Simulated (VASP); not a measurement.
Write the native input for VASP 6.6.1 that does the following.

| Quantity | Value |
| --- | --- |
| Task | single point |
| Functional | LDA |
| Potentials or basis | VASP PAW LDA potentials, release 64 (Ti_sv, C) |
| Cutoff | 520 eV |
| k mesh | 8 × 8 × 8 |
| Occupations | gaussian, width 0.1 eV |
| Spin | no spin polarisation |
| Dipole correction | no |
| Further INCAR settings | ALGO = Normal; EDIFF = 1e-06; NBANDS = 15 |

The structure of TiC (dlda) lies in POSCAR:

```
TiC
1.0
    0.0000000000      2.1303899824      2.1303899824
    2.1303899824      0.0000000000      2.1303899824
    2.1303899824      2.1303899824      0.0000000000
Ti C
1 1
Direct
    0.0000000000      0.0000000000      0.0000000000
    0.5000000000      0.5000000000      0.5000000000
```

The input as run:

INCAR

```
ALGO = Normal
EDIFF = 1E-6
ENCUT = 520
GGA = CA
ISIF = 2
ISMEAR = 0
LASPH = True
LCHARG = False
LREAL = False
LWAVE = False
NBANDS = 15
NELM = 80
PREC = Accurate
SIGMA = 0.1
```

KPOINTS

```
k-points
0
Gamma
  8 8 8
```

Potentials or basis: VASP PAW LDA potentials, release 64 (Ti_sv, C).

Launch:

```sh
$ cat potpaw_LDA.64/Ti_sv/POTCAR potpaw_LDA.64/C/POTCAR > POTCAR
$ mpirun -np 1 vasp_std > vasp.out
```

It gave:

- Pressure: 0.7 GPa
- Band gap on the k mesh: zero (band 8 reaches 10.47 eV, above the bottom of band 9 at 9.41 eV)

Run time: 6.8 s on 1 thread of Intel(R) Xeon(R) Platinum 8488C (Sapphire Rapids) (shared host), peak memory 0.13 GiB.
